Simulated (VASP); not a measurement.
A run of VASP 6.6.1:

POSCAR

```
SiO2
1.0
    4.9890000000      0.0000000000      0.0000000000
    0.0000000000      4.9890000000      0.0000000000
    0.0000000000      0.0000000000      6.9910000000
Si O
4 8
Direct
    0.3028320354      0.3028320354      0.0000000000
    0.1971679646      0.8028320354      0.2500000000
    0.6971679646      0.6971679646      0.5000000000
    0.8028320354      0.1971679646      0.7500000000
    0.2377294409      0.1119442125      0.1825996776
    0.3880557875      0.7377294409      0.4325996776
    0.7622705591      0.8880557875      0.6825996776
    0.6119442125      0.2622705591      0.9325996776
    0.7377294409      0.3880557875      0.5674003224
    0.8880557875      0.7622705591      0.3174003224
    0.2622705591      0.6119442125      0.0674003224
    0.1119442125      0.2377294409      0.8174003224
```

Contents of INCAR.step1:

```
  ALGO = Normal
  EDIFF = 1E-4
  ENCUT = 520
  GGA = PE
  ISMEAR = -1
  LASPH = True
  LCHARG = False
  LREAL = False
  LWAVE = True
  NBANDS = 44
  NELM = 60
  PREC = Accurate
  SIGMA = 0.02
```

INCAR.step2

```
  ALGO = Normal
  EDIFF = 1E-8
  ENCUT = 520
  ISIF = 2
  ISMEAR = -1
  ISTART = 1
  LASPH = True
  LCHARG = False
  LEFG = True
  LMIXTAU = True
  LREAL = False
  LWAVE = False
  METAGGA = R2SCAN
  NBANDS = 44
  NELM = 60
  PREC = Accurate
  SIGMA = 0.02
```

KPOINTS

```
k-points
0
Gamma
  4 4 3
```

Potentials or basis: VASP PAW PBE potentials, release 64 (Si, O).

Run with:

```bash
$ cat potpaw_PBE.64/Si/POTCAR potpaw_PBE.64/O/POTCAR > POTCAR
$ cp INCAR.step1 INCAR
$ mpirun -np 1 vasp_std > vasp.out
$ cp INCAR.step2 INCAR
$ mpirun -np 1 vasp_std > vasp.out
```

Hardware: 1 thread of Intel(R) Xeon(R) Platinum 8259CL CPU @ 2.50GHz (Skylake/Cascade Lake), with other jobs on the host.

Task: Estimate the wall time of this run.

Result: Run time: 6 min on 1 thread of Intel(R) Xeon(R) Platinum 8259CL CPU @ 2.50GHz (Skylake/Cascade Lake), on a shared host, peak memory 0.33 GiB. Counts: k points 12.
